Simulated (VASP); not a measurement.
Write the native input for VASP 6.6.1 that does the following.

```
Task                   : relaxation of cell and atoms
Functional             : r2SCAN
Potentials or basis    : VASP PAW PBE potentials, release 64 (Si)
Cutoff                 : 550 eV
k mesh                 : 6 × 6 × 6
Occupations            : gaussian, width 0.1 eV
Spin                   : no spin polarisation
Dipole correction      : no
Further INCAR settings : ALGO = Normal; EDIFF = 1e-07; IBRION = 2; EDIFFG = -0.04; NSW = 90; ISIF = 3
```

The system is Si.

```
Si
1.0
     2.76389    0.00000    0.00000
     0.00000    2.76389    0.00000
     0.00000    0.00000    2.76389
Si
1
Direct
  0.00000 0.00000 0.00000
```

This isn't the form of Si at room conditions, which is diamond.

One way to write it, as run:

POSCAR

```
Si
1.0
    2.7638942892      0.0000000000      0.0000000000
    0.0000000000      2.7638942892      0.0000000000
    0.0000000000      0.0000000000      2.7638942892
Si
1
Direct
    0.0000000000      0.0000000000      0.0000000000
```

INCAR.step1

```
PREC = Accurate
ENCUT = 550
ISMEAR = 0
SIGMA = 0.1
LREAL = False
LASPH = True
NELM = 120
GGA = PE
ALGO = Normal
EDIFF = 1E-5
LWAVE = True
LCHARG = False
GGA_COMPAT = False
IBRION = 2
ISIF = 3
EDIFFG = -0.005
NELMIN = 4
NSW = 100
```

INCAR.step2

```
PREC = Accurate
ENCUT = 550
EDIFF = 1E-7
ISMEAR = 0
SIGMA = 0.1
LREAL = False
LASPH = True
NELM = 120
ALGO = Normal
ISIF = 3
LWAVE = False
LCHARG = False
METAGGA = R2SCAN
LMIXTAU = True
IBRION = 2
NSW = 90
EDIFFG = -0.04
ISTART = 1
GGA_COMPAT = False
NELMIN = 4
```

KPOINTS

```
Automatic mesh
0
Gamma
  6 6 6
```

Potentials or basis: VASP PAW PBE potentials, release 64 (Si).

Run with:

```console
$ cat potpaw_PBE.64/Si/POTCAR > POTCAR
$ cp INCAR.step1 INCAR
$ mpirun -np 1 vasp_std > vasp.out
$ cp INCAR.step2 INCAR
$ mpirun -np 1 vasp_std > vasp.out
```

Results of the run:

```
Relaxed volume                        : 15.99 Å³/atom
Relaxed cell                          : a = 2.519 Å, b = 2.519 Å, c = 2.519 Å, α = 90.00°, β = 90.00°, γ = 90.00°
Space group after relaxing (to 0.1 Å) : Pm-3m (No. 221)
Energy gained by relaxing             : 331.2 meV/atom
Ionic steps                           : 3
Pressure after relaxing               : 0.0 GPa
Band gap on the k mesh                : zero (bands 2 and 3 overlap by 10.97 eV)
```

Caveat: the k points lie up to 0.42 Å⁻¹ apart in the final cell, too coarse for converged energies and pressures of a metal; the volume moved by over 15 % at a fixed basis, so the end points are rough; the PAW data sets were made with another functional, which shifts forces and pressure a little.

Run time: 50 s on 1 thread of Intel(R) Xeon(R) Platinum 8259CL CPU @ 2.50GHz (Skylake/Cascade Lake), on a shared host, peak memory 0.14 GiB.
